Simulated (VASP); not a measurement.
SnSe, 8 atoms in the cell. It takes space group Pnma (No. 62, orthorhombic). Conventional cell: a = 11.266 Å, b = 4.133 Å, c = 4.400 Å, α = 90.00°, β = 90.00°, γ = 90.00°. Sn (site symmetry m) has 6 Se at 2.66 to 3.46 Å and 2 Sn at 3.55 Å within 3.6 Å. Se (site symmetry m) has 6 Sn at 2.66 to 3.46 Å within 3.5 Å. 

- Program: VASP 6.6.1
- Task: single point
- Functional: RPBE
- Dispersion: D3(BJ)
- Potentials or basis: VASP PAW PBE potentials, release 64 (Sn_d, Se)
- Cutoff: 520 eV
- k mesh: 3 × 6 × 6
- Occupations: fermi-dirac, width 0.05 eV
- Spin: no spin polarisation
- Dipole correction: no
- Further INCAR settings: ALGO = Normal; EDIFF = 1e-06; NBANDS = 50

Potentials or basis: VASP PAW PBE potentials, release 64 (Sn_d, Se).

Run with:

```bash
$ cat potpaw_PBE.64/Sn_d/POTCAR potpaw_PBE.64/Se/POTCAR > POTCAR
$ mpirun -np 1 vasp_std > vasp.out
```

Hardware: 1 thread of Intel Xeon 8259CL, on a shared host.

Problem. How long does it take, and how much memory?

Solution. Run time: 8.7 min on 1 thread of Intel Xeon 8259CL (shared host), peak memory 0.45 GiB. Counts: scf iterations 14, k points 32.
